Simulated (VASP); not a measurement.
# NaCl (Pm-3m) in VASP: a series of runs

Runs on NaCl. Level: PBEsol. Tasks: single point.

Program: VASP 6.6.1. These are calculated values, not measurements. Logs are shortened: lines on timing, memory, paths and dates and some standing lists are left out, and cuts for length are marked.

## (1) The cell of the first run

The structure is cubic, space group Pm-3m (No. 221). Conventional cell: a = 2.870 Å, b = 2.870 Å, c = 2.870 Å, α = 90.00°, β = 90.00°, γ = 90.00°. Within 3.3 Å of Na (site symmetry m-3m) lie 8 Cl at 2.49 Å and 6 Na at 2.87 Å. Cl (site symmetry m-3m) has 8 Na at 2.49 Å and 6 Cl at 2.87 Å within 3.3 Å.

## (2) Single point, PBEsol (11.81 Å³/atom)

INCAR

```
SYSTEM = NaCl
PREC     = Accurate       ! precision mode
ENCUT    = 520            ! plane-wave cutoff, eV
EDIFF    = 1E-6           ! SCF threshold, eV
ISMEAR   = -1             ! smearing method
SIGMA    = 0.03           ! smearing width, eV
LREAL    = .False.        ! projectors in reciprocal space
LASPH    = .True.         ! aspherical terms in the spheres
NELM     = 80             ! most SCF steps
ALGO     = Normal         ! electronic algorithm
ISIF     = 2              ! what is computed and relaxed
LWAVE    = .False.        ! write WAVECAR
LCHARG   = .False.        ! write CHGCAR
GGA      = PS             ! functional
NBANDS   = 14             ! bands
```

KPOINTS

```
Automatic mesh
0
Gamma
  9 9 9
  0 0 0
```

POSCAR

```
NaCl
1.0
    2.8695017309      0.0000000000      0.0000000000
    0.0000000000      2.8695017309      0.0000000000
    0.0000000000      0.0000000000      2.8695017309
Na Cl
1 1
Direct
    0.0000000000      0.0000000000      0.0000000000
    0.5000000000      0.5000000000      0.5000000000
```

Potentials or basis: VASP PAW PBE potentials, release 64 (Na_pv, Cl).

The run is started by

```sh
> cat potpaw_PBE.64/Na_pv/POTCAR potpaw_PBE.64/Cl/POTCAR > POTCAR
> mpirun -np 1 vasp_std > vasp.out
```

OUTCAR:

```text
SYSTEM = NaCl
   PREC = Accurate
   ENCUT = 520
   EDIFF = 1E-6
   ISMEAR = -1
   LREAL = .False.
   LASPH = .True.
   NELM = 80
   ISIF = 2
   GGA = PS

 ion  position               nearest neighbor table
   1  0.000  0.000  0.000-   2 2.49   2 2.49   2 2.49   2 2.49   2 2.49   2 2.49   2 2.49   2 2.49

   2  0.500  0.500  0.500-   1 2.49   1 2.49   1 2.49   1 2.49   1 2.49   1 2.49   1 2.49   1 2.49

  LATTYP: Found a simple cubic cell.
 ALAT       =     2.8695017309

  Lattice vectors:

 A1 = (   2.8695017309,   0.0000000000,   0.0000000000)
 A2 = (   0.0000000000,   2.8695017309,   0.0000000000)
 A3 = (   0.0000000000,   0.0000000000,   2.8695017309)

Analysis of symmetry for initial positions (statically):
=====================================================================
 Subroutine PRICEL returns:
 Original cell was already a primitive cell.

 Routine SETGRP: Setting up the symmetry group for a
 simple cubic supercell.

 Subroutine GETGRP returns: Found 48 space group operations
 (whereof 48 operations were pure point group operations)
 out of a pool of 48 trial point group operations.

The static configuration has the point symmetry O_h .

Analysis of symmetry for dynamics (positions and initial velocities):
=====================================================================
 Subroutine PRICEL returns:
 Original cell was already a primitive cell.

 Routine SETGRP: Setting up the symmetry group for a
 simple cubic supercell.

 Subroutine GETGRP returns: Found 48 space group operations
 (whereof 48 operations were pure point group operations)
 out of a pool of 48 trial point group operations.

The dynamic configuration has the point symmetry O_h .

 Subroutine INISYM returns: Found 48 space group operations
 (whereof 48 operations are pure point group operations),
 and found     1 'primitive' translations

----------------------------------------------------------------------------------------

                                     Primitive cell

  volume of cell :      23.6276

  direct lattice vectors                    reciprocal lattice vectors
     2.869501731  0.000000000  0.000000000     0.348492559  0.000000000  0.000000000
     0.000000000  2.869501731  0.000000000     0.000000000  0.348492559  0.000000000
[... 92 lines left out ...]
   ISYM   =      2    0-nonsym 1-usesym 2-fastsym
   POTIM  = 0.5000    time-step for ionic-motion
   TEBEG  =    0.0;   TEEND  =   0.0 temperature during run
   PSTRESS=    0.0 pullay stress
   NELECT =      14.0000    total number of electrons
   NUPDOWN=      -1.0000    fix difference up-down
   EMIN   =  10.00;   EMAX   =-10.00  energy-range for DOS
   EFERMI =   0.00;   METHOD = LEGACY
   ISMEAR =    -1;   SIGMA  =   0.03  broadening in eV -4-tet -1-fermi 0-gaus
   EFERMI_NEDOS =   21; number of points for ismear=-14 and -15
   IALGO  =     38    algorithm
   IMIX   =      4    mixing-type and parameters
     AMIX     =   0.40;   BMIX     =  1.00
     AMIX_MAG =   1.60;   BMIX_MAG =  1.00
  volume/ion in A,a.u.               =      11.81        79.72
  Fermi-wavevector in a.u.,A,eV,Ry     =   1.375026  2.598423 25.724500  1.890697
  Thomas-Fermi vector in A             =   2.500400
   LORBIT       =      0    0 simple, 1 ext, 2 COOP (PROOUT), +10 PAW based schemes
   GGA     = PS    functional components
   LHFCALC =     F    Hartree Fock is set to
   AEXX    =    0.0000 exact exchange contribution
   IVDW    =     0    specifies the selected vdW correction
   LEPSILON=     F    determine dielectric tensor
   LRPA    =     F    only Hartree local field effects (RPA)
 non-spin polarized calculation
  energy-cutoff  :      520.00
  volume of cell :       23.63
 maximum number of plane-waves:       655
 NGX is ok and might be reduce to    24
   NGX = 11   NGY = 11   NGZ = 11

 number of electron      13.9999998 magnetization

 Free energy of the ion-electron system (eV)
  ---------------------------------------------------
  ext. energy  EPLUGINS =         0.00000000
  ---------------------------------------------------
  free energy    TOTEN  =        -4.86627140 eV

  energy without entropy =       -4.86627140  energy(sigma->0) =       -4.86627140

 E-fermi :   7.2581     XC(G=0): -11.5083

 val. band max:        6.5620088274   @ k =   0.4444   0.4444   0.0000
 cond. band min:      11.1544749158   @ k =   0.4444   0.4444   0.0000
 fundamental gap:      4.5924660884
 Fermi energy:         7.2580630325

 k-point     1 :       0.0000    0.0000    0.0000
  band No.  band energies     occupation
      1     -15.9281      2.00000
      2     -15.9281      2.00000
      3     -15.9281      2.00000
      4     -10.3032      2.00000
      5       5.3544      2.00000
      6       5.3544      2.00000
      7       5.3544      2.00000
      8      13.1673      0.00000
      9      13.1673      0.00000
     10      13.7251      0.00000
     11      24.4263      0.00000
     12      24.4263      0.00000
     13      24.4263      0.00000
     14      28.7827      0.00000
[... 377 lines left out ...]
      1     -16.2109      2.00000
      2     -16.1099      2.00000
      3     -15.9022      2.00000
      4      -8.0605      2.00000
      5       1.0116      2.00000
      6       2.2141      2.00000
      7       5.6349      2.00000
      8      12.4202      0.00000
      9      17.3133      0.00000
     10      17.7056      0.00000
     11      18.8295      0.00000
     12      22.7341      0.00000
     13      23.6497      0.00000
     14      27.6756      0.00000

 [... further k-points ...]

------------------------ aborting loop because EDIFF is reached ----------------------------------------

  FORCE on cell =-STRESS in cart. coord.  units (eV):
  Direction    XX          YY          ZZ          XY          YZ          ZX
  --------------------------------------------------------------------------------------
  -------------------------------------------------------------------------------------
  Total        8.5050887      8.5050887      8.5050887     -0.0000000     -0.0000000      0.0000000
  in kB      576.7265670    576.7265670    576.7265670     -0.0000000     -0.0000000      0.0000000
  external PRESSURE =     576.7265670 kB  Pullay stress =       0.0000000 kB

 VOLUME and BASIS-vectors are now :
 -----------------------------------------------------------------------------
  energy-cutoff  :      520.00
  volume of cell :       23.63
      direct lattice vectors                 reciprocal lattice vectors
     2.869501731  0.000000000  0.000000000     0.348492559  0.000000000  0.000000000
     0.000000000  2.869501731  0.000000000     0.000000000  0.348492559  0.000000000
     0.000000000  0.000000000  2.869501731     0.000000000  0.000000000  0.348492559

 POSITION                                       TOTAL-FORCE (eV/Angst)
 -----------------------------------------------------------------------------------
      0.00000      0.00000      0.00000         0.000000      0.000000      0.000000
      1.43475      1.43475      1.43475         0.000000      0.000000      0.000000
 -----------------------------------------------------------------------------------
    total drift:                                0.000000     -0.000000     -0.000000

  FREE ENERGIE OF THE ION-ELECTRON SYSTEM (eV)
  ---------------------------------------------------
  free  energy   TOTEN  =        -4.8662714033 eV

  energy  without entropy=       -4.8662714033  energy(sigma->0) =       -4.86627140
```

OSZICAR:

```text
N       E                     dE             d eps       ncg     rms          rms(c)
DAV:   1     0.107337213704E+03    0.10734E+03   -0.72920E+03  1004   0.123E+03
DAV:   2     0.606580853383E+00   -0.10673E+03   -0.98689E+02  1114   0.331E+02
DAV:   3    -0.507946410312E+01   -0.56860E+01   -0.56578E+01  1226   0.667E+01
DAV:   4    -0.514335465096E+01   -0.63891E-01   -0.63877E-01  1166   0.729E+00
DAV:   5    -0.514429596478E+01   -0.94131E-03   -0.94122E-03  1274   0.922E-01    0.584E+00
DAV:   6    -0.491488336477E+01    0.22941E+00   -0.19902E-01  1364   0.650E+00    0.379E+00
DAV:   7    -0.486838718441E+01    0.46496E-01   -0.10891E-01  1456   0.387E+00    0.163E+00
DAV:   8    -0.486638751772E+01    0.19997E-02   -0.87367E-03  1088   0.110E+00    0.249E-01
DAV:   9    -0.486626777839E+01    0.11974E-03   -0.26795E-04  1312   0.294E-01    0.505E-02
DAV:  10    -0.486627110031E+01   -0.33219E-05   -0.24483E-05  1250   0.997E-02    0.833E-03
DAV:  11    -0.486627140330E+01   -0.30300E-06   -0.40625E-06  1196   0.253E-02
   1 F= -.48662714E+01 E0= -.48662714E+01  d E =-.201456E-11
```

It took 13 s on 1 thread of Intel Xeon 8259CL, shared host; peak memory 0.14 GiB.

Results:

```
Free energy            : -4.8663 eV
Pressure               : 57.7 GPa
Band gap on the k mesh : 4.59 eV
```

Caveat: the cell stands under pressure; the PAW data sets were made with another functional, which shifts forces and pressure a little; an odd mesh through Γ misses points on the zone boundary, where band edges can lie.

## (3) Single point, PBEsol (12.16 Å³/atom)

This run uses another cell than the first one, of 12.16 Å³/atom.

INCAR

```
PREC = Accurate
ENCUT = 520
EDIFF = 1E-6
ISMEAR = -1
SIGMA = 0.03
LREAL = F
LASPH = T
NELM = 80
ALGO = Normal
ISIF = 2
LWAVE = F
LCHARG = F
GGA = PS
NBANDS = 14
```

KPOINTS

```
regular mesh
0
Gamma
  9 9 9
```

POSCAR

```
NaCl
1.0
    2.8976358949      0.0000000000      0.0000000000
    0.0000000000      2.8976358949      0.0000000000
    0.0000000000      0.0000000000      2.8976358949
Na Cl
1 1
Direct
    0.0000000000      0.0000000000      0.0000000000
    0.5000000000      0.5000000000      0.5000000000
```

Potentials or basis: VASP PAW PBE potentials, release 64 (Na_pv, Cl).

The run is started by

```sh
> cat potpaw_PBE.64/Na_pv/POTCAR potpaw_PBE.64/Cl/POTCAR > POTCAR
> mpirun -np 1 vasp_std > vasp.out
```

OUTCAR:

```text
PREC = Accurate
   ENCUT = 520
   EDIFF = 1E-6
   ISMEAR = -1
   LREAL = F
   LASPH = T
   NELM = 80
   ISIF = 2
   GGA = PS

 ion  position               nearest neighbor table
   1  0.000  0.000  0.000-   2 2.51   2 2.51   2 2.51   2 2.51   2 2.51   2 2.51   2 2.51   2 2.51

   2  0.500  0.500  0.500-   1 2.51   1 2.51   1 2.51   1 2.51   1 2.51   1 2.51   1 2.51   1 2.51

  LATTYP: Found a simple cubic cell.
 ALAT       =     2.8976358949

  Lattice vectors:

 A1 = (   2.8976358949,   0.0000000000,   0.0000000000)
 A2 = (   0.0000000000,   2.8976358949,   0.0000000000)
 A3 = (   0.0000000000,   0.0000000000,   2.8976358949)

Analysis of symmetry for initial positions (statically):
=====================================================================
 Subroutine PRICEL returns:
 Original cell was already a primitive cell.

 Routine SETGRP: Setting up the symmetry group for a
 simple cubic supercell.

 Subroutine GETGRP returns: Found 48 space group operations
 (whereof 48 operations were pure point group operations)
 out of a pool of 48 trial point group operations.

The static configuration has the point symmetry O_h .

Analysis of symmetry for dynamics (positions and initial velocities):
=====================================================================
 Subroutine PRICEL returns:
 Original cell was already a primitive cell.

 Routine SETGRP: Setting up the symmetry group for a
 simple cubic supercell.

 Subroutine GETGRP returns: Found 48 space group operations
 (whereof 48 operations were pure point group operations)
 out of a pool of 48 trial point group operations.

The dynamic configuration has the point symmetry O_h .

 Subroutine INISYM returns: Found 48 space group operations
 (whereof 48 operations are pure point group operations),
 and found     1 'primitive' translations

----------------------------------------------------------------------------------------

                                     Primitive cell

  volume of cell :      24.3294

[... 118 lines left out ...]
   LRPA    =     F    only Hartree local field effects (RPA)
 non-spin polarized calculation
  energy-cutoff  :      520.00
  volume of cell :       24.33
 maximum number of plane-waves:       691
 NGX is ok and might be reduce to    24
   NGX = 11   NGY = 11   NGZ = 11

 number of electron      14.0000009 magnetization

 Free energy of the ion-electron system (eV)
  ---------------------------------------------------
  ext. energy  EPLUGINS =         0.00000000
  ---------------------------------------------------
  free energy    TOTEN  =        -5.10432175 eV

  energy without entropy =       -5.10432175  energy(sigma->0) =       -5.10432175

 E-fermi :   6.7970     XC(G=0): -11.3526

 val. band max:        6.1419865345   @ k =   0.4444   0.4444   0.0000
 cond. band min:      10.8377260903   @ k =   0.4444   0.4444   0.0000
 fundamental gap:      4.6957395559
 Fermi energy:         6.7970319587

 k-point     1 :       0.0000    0.0000    0.0000
  band No.  band energies     occupation
      1     -16.2455      2.00000
      2     -16.2455      2.00000
      3     -16.2455      2.00000
      4     -10.4696      2.00000
      5       4.9829      2.00000
      6       4.9829      2.00000
      7       4.9829      2.00000
      8      12.9046      0.00000
      9      12.9046      0.00000
     10      13.0566      0.00000
     11      23.9242      0.00000
     12      23.9242      0.00000
     13      23.9242      0.00000
     14      27.9794      0.00000
[... 377 lines left out ...]
      1     -16.5017      2.00000
      2     -16.4110      2.00000
      3     -16.2222      2.00000
      4      -8.3493      2.00000
      5       0.7977      2.00000
      6       1.9588      2.00000
      7       5.2567      2.00000
      8      12.0736      0.00000
      9      16.8567      0.00000
     10      17.2487      0.00000
     11      18.3990      0.00000
     12      22.1227      0.00000
     13      22.9990      0.00000
     14      27.0806      0.00000

 [... further k-points ...]

------------------------ aborting loop because EDIFF is reached ----------------------------------------

  FORCE on cell =-STRESS in cart. coord.  units (eV):
  Direction    XX          YY          ZZ          XY          YZ          ZX
  --------------------------------------------------------------------------------------
  -------------------------------------------------------------------------------------
  Total        7.7472916      7.7472916      7.7472916     -0.0000000     -0.0000000     -0.0000000
  in kB      510.1866008    510.1866008    510.1866008     -0.0000000     -0.0000000     -0.0000000
  external PRESSURE =     510.1866008 kB  Pullay stress =       0.0000000 kB

 VOLUME and BASIS-vectors are now :
 -----------------------------------------------------------------------------
  energy-cutoff  :      520.00
  volume of cell :       24.33
      direct lattice vectors                 reciprocal lattice vectors
     2.897635895  0.000000000  0.000000000     0.345108922  0.000000000  0.000000000
     0.000000000  2.897635895  0.000000000     0.000000000  0.345108922  0.000000000
     0.000000000  0.000000000  2.897635895     0.000000000  0.000000000  0.345108922

 POSITION                                       TOTAL-FORCE (eV/Angst)
 -----------------------------------------------------------------------------------
      0.00000      0.00000      0.00000         0.000000      0.000000      0.000000
      1.44882      1.44882      1.44882         0.000000      0.000000      0.000000
 -----------------------------------------------------------------------------------
    total drift:                                0.000000     -0.000000     -0.000000

  FREE ENERGIE OF THE ION-ELECTRON SYSTEM (eV)
  ---------------------------------------------------
  free  energy   TOTEN  =        -5.1043217461 eV

  energy  without entropy=       -5.1043217461  energy(sigma->0) =       -5.10432175
```

Run time: 14 s. Hardware: 1 thread of Intel Xeon 8259CL, shared host; peak memory 0.13 GiB.

Results:

* Free energy: -5.1043 eV
* Pressure: 51.0 GPa
* Band gap on the k mesh: 4.70 eV

Levels at points of the mesh, in eV from the valence-band top:
```tsv
k point	band 5	band 6	band 7	band 8	band 9	band 10
(0.00, 0.00, 0.00)	-1.16	-1.16	-1.16	6.76	6.76	6.91
```

Caveat: the cell stands under pressure; the PAW data sets were made with another functional, which shifts forces and pressure a little; an odd mesh through Γ misses points on the zone boundary, where band edges can lie.
